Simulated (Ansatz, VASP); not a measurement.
# C: VASP beside Ansatz

File INCAR:

```
ALGO = Normal
EDIFF = 1E-7
ENCUT = 520
GGA = PE
ISIF = 2
ISMEAR = 0
IVDW = 12
LASPH = T
LCHARG = F
LREAL = F
LWAVE = F
NBANDS = 16
NELM = 80
PREC = Accurate
SIGMA = 0.15
```

File KPOINTS:

```
k-points
0
Gamma
  24 24 8
```

The input POSCAR:

```
C
1.0
    2.3663804789      0.0000000000      0.0000000000
   -1.1831902394      2.0493456097      0.0000000000
    0.0000000000      0.0000000000      6.7384326307
C
4
Direct
    0.0000000000      0.0000000000      0.0025000000
    0.0000000000      0.0000000000      0.5025000000
    0.3333333333      0.6666666667      0.0025000000
    0.6666666667      0.3333333333      0.5025000000
```

Input for Ansatz:

```yaml
crystal:
  lattice:
    - [2.3663804789, 0.0, 0.0]
    - [-1.1831902394, 2.0493456097, 0.0]
    - [0.0, 0.0, 6.7384326307]
  atoms:
    - { symbol: C, position: [0.0, 0.0, 0.0025] }
    - { symbol: C, position: [0.0, 0.0, 0.5025] }
    - { symbol: C, position: [0.3333333333, 0.6666666667, 0.0025] }
    - { symbol: C, position: [0.6666666667, 0.3333333333, 0.5025] }
basis:
  ecutwfc: 420
kpoints:
  mp_grid: { grid: [24, 24, 8] }
hamiltonian:
  xc: pbe
  dispersion: d3bj
scf:
  occupations: { method: gaussian, width: 0.15 }
output:
  forces: true
  stress: true
  eigenvalues: true
```

Change from the starting cell: strain -0.040 along x and y, +0.000 along z, atoms carried along.

Alike in both runs: task single point; functional PBE; dispersion D3(BJ); k mesh 24 × 24 × 8; occupations gaussian, width 0.15 eV; no spin polarisation.

|  | VASP | Ansatz |
| --- | --- | --- |
| version | VASP 6.6.1 | Ansatz 0.2.0 |
| potentials or method | VASP PAW PBE potentials, release 64 (C), cutoff 520 eV | scalar-relativistic, plane waves, PAW |
| valence electrons in the cell | 16 | 16 |

|  | VASP | Ansatz | Ansatz less VASP |
| --- | --- | --- | --- |
| gap on the k mesh at the Fermi level (eV) | none | none | - |
| pressure (GPa) | 43.1 | 42.6 | -0.46 |
| traceless stress, the component that is largest in VASP (GPa) | -43.27 | -42.71 | +0.558 |

A gap of «none» marks a metal or a gap that the smearing closes. Both programs put the cell under a high pressure, so it lies far from rest at this level.
